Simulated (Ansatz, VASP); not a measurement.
## RbBr in VASP and in Ansatz

INCAR

```
SYSTEM = RbBr
ALGO     = Normal         ! electronic algorithm
EDIFF    = 1E-6           ! SCF threshold, eV
ENCUT    = 520            ! plane-wave cutoff, eV
GGA      = PE             ! functional
ISIF     = 2              ! what is computed and relaxed
ISMEAR   = 0              ! smearing method
LASPH    = .TRUE.         ! aspherical terms in the spheres
LCHARG   = .TRUE.         ! write CHGCAR
LELF     = .TRUE.         ! ELF
LREAL    = .FALSE.        ! projectors in reciprocal space
LVHAR    = .TRUE.       
LWAVE    = .FALSE.        ! write WAVECAR
NBANDS   = 15             ! bands
NELM     = 60             ! most SCF steps
PREC     = Accurate       ! precision mode
SIGMA    = 0.02           ! smearing width, eV
```

Contents of KPOINTS:

```
k-points
0
G
  6 6 6
  0 0 0
```

POSCAR

```
RbBr
1.0
    0.0000000000      3.3119247000      3.3119247000
    3.3119247000      0.0000000000      3.3119247000
    3.3119247000      3.3119247000      0.0000000000
Rb Br
1 1
Direct
    0.0000000000      0.0000000000      0.0000000000
    0.5000000000      0.5000000000      0.5000000000
```

Input for Ansatz:

```yaml
crystal:
  lattice:
    - [0.0, 3.3119247, 3.3119247]
    - [3.3119247, 0.0, 3.3119247]
    - [3.3119247, 3.3119247, 0.0]
  atoms:
    - { symbol: Rb, position: [0.0, 0.0, 0.0] }
    - { symbol: Br, position: [0.5, 0.5, 0.5] }
basis:
  ecutwfc: 420
kpoints:
  mp_grid: { grid: [6, 6, 6] }
hamiltonian:
  xc: pbe
scf:
  occupations: { method: gaussian, width: 0.02 }
output:
  forces: true
  stress: true
  eigenvalues: true
```

Alike in both runs: task single point; functional PBE; k mesh 6 × 6 × 6; occupations gaussian, width 0.02 eV; no spin polarisation.

|  | VASP | Ansatz |
| --- | --- | --- |
| version | VASP 6.6.1 | Ansatz 0.2.0 |
| potentials or method | VASP PAW PBE potentials, release 64 (Rb_sv, Br), cutoff 520 eV | scalar-relativistic, plane waves, PAW |
| valence electrons in the cell | 16 | 16 |

|  | VASP | Ansatz | Ansatz less VASP |
| --- | --- | --- | --- |
| gap on the k mesh at the Fermi level (eV) | 4.64 | 4.64 | +0.004 |
| least direct gap on the mesh (eV) | 4.64 | 4.64 | +0.004 |
| pressure (GPa) | 3.2 | 3.2 | -0.05 |
